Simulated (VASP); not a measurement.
# O (P4/mmm) in VASP: notebook

Runs on O. Level: r2SCAN+D3(BJ). Tasks: single point.

Everything below comes from runs of VASP 6.6.1. Logs are shortened: lines on timing, memory, paths and dates and some standing lists are left out, and cuts for length are marked.

## (1) The cell of the first run

It takes space group P4/mmm (No. 123, tetragonal). Conventional cell: a = 1.727 Å, b = 1.727 Å, c = 2.969 Å, α = 90.00°, β = 90.00°, γ = 90.00°. O (site symmetry 4/mmm) has 4 O at 1.73 Å within 2.3 Å.

## (2) Single point, r2SCAN+D3(BJ)

File POSCAR:

```
O
1.0
    1.7269189939      0.0000000000      0.0000000000
    0.0000000000      1.7269189939      0.0000000000
    0.0000000000      0.0000000000      2.9693623159
O
1
Direct
    0.0000000000      0.0000000000      0.0000000000
```

File INCAR.step1:

```
PREC = Accurate
ENCUT = 520
ISMEAR = 1
SIGMA = 0.02
LREAL = False
LASPH = True
NELM = 60
NBANDS = 9
GGA = PE
ALGO = Normal
EDIFF = 1E-4
LWAVE = True
LCHARG = False
```

File INCAR.step2:

```
PREC = Accurate
ENCUT = 520
EDIFF = 1E-7
ISMEAR = 1
SIGMA = 0.02
LREAL = False
LASPH = True
NELM = 60
ALGO = Normal
ISIF = 2
LWAVE = False
LCHARG = False
METAGGA = R2SCAN
LMIXTAU = True
IVDW = 12
VDW_S6 = 1.0
VDW_S8 = 0.78981345
VDW_A1 = 0.49484001
VDW_A2 = 5.73083694
NBANDS = 9
ISTART = 1
```

File KPOINTS:

```
regular mesh
0
Gamma
  16 16 9
```

Potentials or basis: VASP PAW PBE potentials, release 64 (O).

Command:

```sh
cat potpaw_PBE.64/O/POTCAR > POTCAR
cp INCAR.step1 INCAR
mpirun -np 1 vasp_std > vasp.out
cp INCAR.step2 INCAR
mpirun -np 1 vasp_std > vasp.out
```

OUTCAR:

```text
PREC = Accurate
   ENCUT = 520
   EDIFF = 1E-7
   ISMEAR = 1
   LREAL = False
   LASPH = True
   NELM = 60
   ISIF = 2
   METAGGA = R2SCAN
   IVDW = 12
   ISTART = 1
 IVDW          = 12

 ion  position               nearest neighbor table
   1  0.000  0.000  0.000-

  LATTYP: Found a simple tetragonal cell.
 ALAT       =     1.7269189939
 C/A-ratio  =     1.7194566314

  Lattice vectors:

 A1 = (   1.7269189939,   0.0000000000,   0.0000000000)
 A2 = (   0.0000000000,   1.7269189939,   0.0000000000)
 A3 = (   0.0000000000,   0.0000000000,   2.9693623159)

Analysis of symmetry for initial positions (statically):
=====================================================================
 Subroutine PRICEL returns:
 Original cell was already a primitive cell.

 Routine SETGRP: Setting up the symmetry group for a
 simple tetragonal supercell.

 Subroutine GETGRP returns: Found 16 space group operations
 (whereof 16 operations were pure point group operations)
 out of a pool of 16 trial point group operations.

The static configuration has the point symmetry D_4h.

Analysis of symmetry for dynamics (positions and initial velocities):
=====================================================================
 Subroutine PRICEL returns:
 Original cell was already a primitive cell.

 Routine SETGRP: Setting up the symmetry group for a
 simple tetragonal supercell.

 Subroutine GETGRP returns: Found 16 space group operations
 (whereof 16 operations were pure point group operations)
 out of a pool of 16 trial point group operations.

The dynamic configuration has the point symmetry D_4h.

 Subroutine INISYM returns: Found 16 space group operations
 (whereof 16 operations are pure point group operations),
 and found     1 'primitive' translations

----------------------------------------------------------------------------------------

                                     Primitive cell

  volume of cell :       8.8554

  direct lattice vectors                    reciprocal lattice vectors
     1.726918994  0.000000000  0.000000000     0.579065957  0.000000000  0.000000000
     0.000000000  1.726918994  0.000000000     0.000000000  0.579065957  0.000000000
     0.000000000  0.000000000  2.969362316     0.000000000  0.000000000  0.336772645

  length of vectors
     1.726918994  1.726918994  2.969362316     0.579065957  0.579065957  0.336772645

  position of ions in fractional coordinates (direct lattice)
     0.000000000  0.000000000  0.000000000

  ion indices of the primitive-cell ions
   primitive index   ion index
                 1           1

----------------------------------------------------------------------------------------

 KPOINTS: regular mesh

Automatic generation of k-mesh.
 Grid dimensions read from file:
 generate k-points for:   16   16    9

 Generating k-lattice:

  Cartesian coordinates                     Fractional coordinates (reciprocal lattice)
     0.036191622  0.000000000  0.000000000     0.062500000  0.000000000  0.000000000
     0.000000000  0.036191622  0.000000000     0.000000000  0.062500000  0.000000000
     0.000000000  0.000000000  0.037419183     0.000000000  0.000000000  0.111111111

  Length of vectors
     0.036191622  0.036191622  0.037419183

  Shift w.r.t. Gamma in fractional coordinates (k-lattice)
     0.000000000  0.000000000  0.000000000

 Subroutine IBZKPT returns following result:
 ===========================================

 Found    225 irreducible k-points:

 Following reciprocal coordinates:
            Coordinates               Weight
  0.000000  0.000000  0.000000      1.000000
  0.062500  0.000000  0.000000      4.000000
  0.125000  0.000000  0.000000      4.000000
  0.187500  0.000000  0.000000      4.000000
  0.250000  0.000000  0.000000      4.000000
  0.312500  0.000000  0.000000      4.000000
[... 16 lines left out ...]
  0.437500  0.125000  0.000000      8.000000
  0.500000  0.125000  0.000000      4.000000
 [... further k-points ...]
   k-points           NKPTS =    225   k-points in BZ     NKDIM =    225   number of bands    NBANDS=      9
   number of dos      NEDOS =    301   number of ions     NIONS =      1
   total plane-waves  NPLWV =   4704
   dimension x,y,z NGX =    14 NGY =   14 NGZ =   24
   dimension x,y,z NGXF=    28 NGYF=   28 NGZF=   48
   ions per type =               1
   NGX,Y,Z   is equivalent  to a cutoff of  13.48, 13.48, 13.44 a.u.
   NGXF,Y,Z  is equivalent  to a cutoff of  26.95, 26.95, 26.87 a.u.
 SYSTEM =  unknown system
   PREC   = accura    normal or accurate (medium, high low for compatibility)
   ISTART =      1    job   : 0-new  1-cont  2-samecut
   ICHARG =      0    charge: 1-file 2-atom 10-const
   ISPIN  =      1    spin polarized calculation?
   LNONCOLLINEAR =      F non collinear calculations
   LSORBIT =      F    spin-orbit coupling
   LASPH  =      T    aspherical Exc in radial PAW
   ENCUT  =  520.0 eV  38.22 Ry    6.18 a.u.   3.21  3.21  5.52*2*pi/ulx,y,z
   NELM   =     60;   NELMIN=  2; NELMDL=  0     # of ELM steps
   EDIFF  = 0.1E-06   stopping-criterion for ELM
   LREAL  =      F    real-space projection
   EDIFFG = 0.1E-05   stopping-criterion for IOM
   NSW    =      0    number of steps for IOM
   IBRION =     -1    ionic relax: 0-MD 1-quasi-New 2-CG
   NFREE  =      0    steps in history (QN), initial steepest desc. (CG)
   ISIF   =      2    stress and relaxation
   ISYM   =      2    0-nonsym 1-usesym 2-fastsym
   POTIM  = 0.5000    time-step for ionic-motion
   TEBEG  =    0.0;   TEEND  =   0.0 temperature during run
   PSTRESS=    0.0 pullay stress
   NELECT =       6.0000    total number of electrons
   NUPDOWN=      -1.0000    fix difference up-down
   EMIN   =  10.00;   EMAX   =-10.00  energy-range for DOS
   EFERMI =   0.00;   METHOD = LEGACY
   ISMEAR =     1;   SIGMA  =   0.02  broadening in eV -4-tet -1-fermi 0-gaus
   EFERMI_NEDOS =   21; number of points for ismear=-14 and -15
   IALGO  =     38    algorithm
   IMIX   =      4    mixing-type and parameters
     AMIX     =   0.40;   BMIX     =  1.00
     AMIX_MAG =   1.60;   BMIX_MAG =  1.00
  volume/ion in A,a.u.               =       8.86        59.76
  Fermi-wavevector in a.u.,A,eV,Ry     =   1.437881  2.717201 28.130060  2.067501
  Thomas-Fermi vector in A             =   2.556909
   LORBIT       =      0    0 simple, 1 ext, 2 COOP (PROOUT), +10 PAW based schemes
   METAGGA = R2SCAN    functional components
   LHFCALC =     F    Hartree Fock is set to
   AEXX    =    0.0000 exact exchange contribution
   IVDW    =    12    specifies the selected vdW correction
   LEPSILON=     F    determine dielectric tensor
   LRPA    =     F    only Hartree local field effects (RPA)
 non-spin polarized calculation
 Methfessel and Paxton  Order N= 1 SIGMA  =   0.02
  energy-cutoff  :      520.00
  volume of cell :        8.86
 maximum number of plane-waves:       252
 NGX is ok and might be reduce to    14
   NGX =  7   NGY =  7   NGZ = 11

 number of electron       5.9999995 magnetization

 Free energy of the ion-electron system (eV)
  ---------------------------------------------------
  ext. energy  EPLUGINS =         0.00000000
  ---------------------------------------------------
  free energy    TOTEN  =        -4.10871590 eV

  energy without entropy =       -4.10868194  energy(sigma->0) =       -4.10870458

 E-fermi :   1.2740     XC(G=0): -11.5374

 val. band max:        1.2692061864   @ k =   0.3750   0.3750   0.2222
 cond. band min:       1.2749497032   @ k =   0.3750   0.2500   0.4444
 fundamental gap:      0.0057435169
 Fermi energy:         1.2740399809

 k-point     1 :       0.0000    0.0000    0.0000
  band No.  band energies     occupation
      1     -23.9733      2.00000
      2      -4.2516      2.00000
      3       5.7682      0.00000
      4       5.7682      0.00000
      5      10.0910      0.00000
      6      32.0675      0.00000
      7      34.3880      0.00000
      8      37.6817      0.00000
      9      57.2372      0.00000

 k-point     2 :       0.0625    0.0000    0.0000
  band No.  band energies     occupation
      1     -23.8260      2.00000
      2      -4.1321      2.00000
      3       5.1505      0.00000
      4       5.8284      0.00000
      5      10.2807      0.00000
      6      31.9122      0.00000
      7      34.5605      0.00000
      8      38.0814      0.00000
      9      54.1295      0.00000

 k-point     3 :       0.1250    0.0000    0.0000
  band No.  band energies     occupation
      1     -23.3847      2.00000
      2      -3.7826      2.00000
      3       3.4834      0.00000
      4       6.0051      0.00000
      5      10.8451      0.00000
      6      31.4167      0.00000
      7      34.9226      0.00000
      8      38.9533      0.00000
      9      50.3677      0.00000

 k-point     4 :       0.1875    0.0000    0.0000
  band No.  band energies     occupation
      1     -22.6603      2.00000
      2      -3.2306      2.00000
      3       1.1491      2.00000
      4       6.2762      0.00000
      5      11.7794      0.00000
      6      30.4793      0.00000
      7      35.0803      0.00000
      8      39.2802      0.00000
      9      48.0567      0.00000
[... 205 lines left out ...]
 k-point    22 :       0.3750    0.1250    0.0000
  band No.  band energies     occupation
      1     -18.6020      2.00000
      2      -6.1436      2.00000
      3      -0.6377      2.00000
      4       5.4116      0.00000
      5      17.4532      0.00000
      6      26.4596      0.00000
      7      28.4749      0.00000
      8      38.3614      0.00000
      9      43.2499      0.00000

 k-point    23 :       0.4375    0.1250    0.0000
  band No.  band energies     occupation
      1     -17.4243      2.00000
      2      -8.0079      2.00000
      3      -0.1273      2.00000
      4       5.6837      0.00000
      5      19.7764      0.00000
      6      25.4003      0.00000
      7      25.4020      0.00000
      8      38.0938      0.00000
      9      43.1890      0.00000

 k-point    24 :       0.5000    0.1250    0.0000
  band No.  band energies     occupation
      1     -16.8964      2.00000
      2      -8.7693      2.00000
      3       0.0611      2.00000
      4       5.7816      0.00000
      5      22.0576      0.00000
      6      22.8510      0.00000
      7      25.0144      0.00000
      8      37.9851      0.00000
      9      43.2003      0.00000

 [... further k-points ...]

------------------------ aborting loop because EDIFF is reached ----------------------------------------

 Edisp (eV)   -0.03896

 E8    (eV) :    -0.0066

  FORCE on cell =-STRESS in cart. coord.  units (eV):
  Direction    XX          YY          ZZ          XY          YZ          ZX
  --------------------------------------------------------------------------------------
  -------------------------------------------------------------------------------------
  Total       1.30142     1.30142     0.03296     0.00000     0.00000     0.00000
  in kB     235.46215   235.46215     5.96285     0.00000     0.00000     0.00000
  external pressure =      158.96 kB  Pullay stress =        0.00 kB

 VOLUME and BASIS-vectors are now :
 -----------------------------------------------------------------------------
  energy-cutoff  :      520.00
  volume of cell :        8.86
      direct lattice vectors                 reciprocal lattice vectors
     1.726918994  0.000000000  0.000000000     0.579065957  0.000000000  0.000000000
     0.000000000  1.726918994  0.000000000     0.000000000  0.579065957  0.000000000
     0.000000000  0.000000000  2.969362316     0.000000000  0.000000000  0.336772645

 POSITION                                       TOTAL-FORCE (eV/Angst)
 -----------------------------------------------------------------------------------
      0.00000      0.00000      0.00000         0.000000      0.000000      0.000000
 -----------------------------------------------------------------------------------
    total drift:                               -0.000000     -0.000000      0.000000

  FREE ENERGIE OF THE ION-ELECTRON SYSTEM (eV)
  ---------------------------------------------------
  free  energy   TOTEN  =        -4.1476801909 eV

  energy  without entropy=       -4.1476462358  energy(sigma->0) =       -4.14766887
```

Run time: 60 s. Hardware: 1 thread of Intel Xeon Platinum 8124M at 3.00GHz (Skylake/Cascade Lake), shared host; peak memory 0.13 GiB.

What came out:

| Quantity | Value |
| --- | --- |
| Free energy | -4.1477 eV |
| Pressure | 15.9 GPa |
| Band gap on the k mesh | zero (band 3 reaches 5.79 eV, above the bottom of band 4 at -0.57 eV) |
| Dispersion energy per atom | -0.039 eV |

Levels at points of the mesh, in eV from the Fermi level:
| k point | band 1 | band 2 | band 3 | band 4 | band 5 | band 6 | band 7 | band 8 |
| --- | --- | --- | --- | --- | --- | --- | --- | --- |
| (0.00, 0.00, 0.00) | -25.25 | -5.53 | 4.49 | 4.49 | 8.82 | 30.79 | 33.11 | 36.41 |
| (0.50, 0.00, 0.00) | -18.71 | -10.53 | -1.58 | 6.25 | 20.33 | 20.83 | 22.95 | 41.70 |
| (0.50, 0.50, 0.00) | -12.56 | -6.42 | -6.42 | 1.34 | 18.01 | 32.51 | 32.51 | 32.74 |

Caveat: three body term missing; the PAW data sets were made with another functional, which shifts forces and pressure a little; pairwise dispersion overbinds metals, which lowers pressure and volume.

## (3) Single point, r2SCAN+D3(BJ)

This run uses another cell than the first one, of 9.11 Å³/atom, 1.029 times its volume.

File POSCAR:

```
O
1.0
    1.7434455387      0.0000000000      0.0000000000
    0.0000000000      1.7434455387      0.0000000000
    0.0000000000      0.0000000000      2.9977789929
O
1
Direct
    0.0000000000      0.0000000000      0.0000000000
```

File INCAR.step1:

```
ALGO = Normal ; EDIFF = 1E-4
ENCUT = 520 ; GGA = PE
ISMEAR = 1 ; LASPH = True
LCHARG = False ; LREAL = False
LWAVE = True ; NBANDS = 9
NELM = 100 ; PREC = Accurate
SIGMA = 0.02
```

File INCAR.step2:

```
ALGO = Normal ; EDIFF = 1E-6
ENCUT = 520 ; ISIF = 2
ISMEAR = 1 ; ISTART = 1
IVDW = 12 ; LASPH = True
LCHARG = False ; LMIXTAU = True
LREAL = False ; LWAVE = False
METAGGA = R2SCAN ; NBANDS = 9
NELM = 100 ; PREC = Accurate
SIGMA = 0.02 ; VDW_A1 = 0.49484001
VDW_A2 = 5.73083694 ; VDW_S6 = 1.0
VDW_S8 = 0.78981345
```

File KPOINTS:

```
k-points
0
Gamma
  16 16 9
```

Potentials or basis: VASP PAW PBE potentials, release 64 (O).

Command:

```sh
cat potpaw_PBE.64/O/POTCAR > POTCAR
cp INCAR.step1 INCAR
mpirun -np 1 vasp_std > vasp.out
cp INCAR.step2 INCAR
mpirun -np 1 vasp_std > vasp.out
```

Run time: 57 s. Hardware: 1 thread of Intel Xeon Platinum 8124M at 3.00GHz (Skylake/Cascade Lake), shared host; peak memory 0.13 GiB.

Results (log left out):

```
Free energy                : -4.1697 eV
Pressure                   : 10.6 GPa
Band gap on the k mesh     : zero (band 3 reaches 5.28 eV, above the bottom of band 4 at -0.82 eV)
Dispersion energy per atom : -0.040 eV
```

Stress tensor (GPa, compression positive):
```
15.75  0.00  0.00
 0.00 15.75  0.00
 0.00  0.00  0.16
```

Levels at points of the mesh, in eV from the Fermi level:
| k point | band 1 | band 2 | band 3 | band 4 | band 5 | band 6 | band 7 | band 8 |
| --- | --- | --- | --- | --- | --- | --- | --- | --- |
| (0.00, 0.00, 0.00) | -24.85 | -5.29 | 4.36 | 4.36 | 8.89 | 30.30 | 32.54 | 36.09 |
| (0.50, 0.00, 0.00) | -18.57 | -10.16 | -1.49 | 6.06 | 20.21 | 20.69 | 22.88 | 41.08 |
| (0.50, 0.50, 0.00) | -12.69 | -6.19 | -6.19 | 1.31 | 18.04 | 32.18 | 32.18 | 32.38 |

Caveat: three body term missing; the PAW data sets were made with another functional, which shifts forces and pressure a little; pairwise dispersion overbinds metals, which lowers pressure and volume.
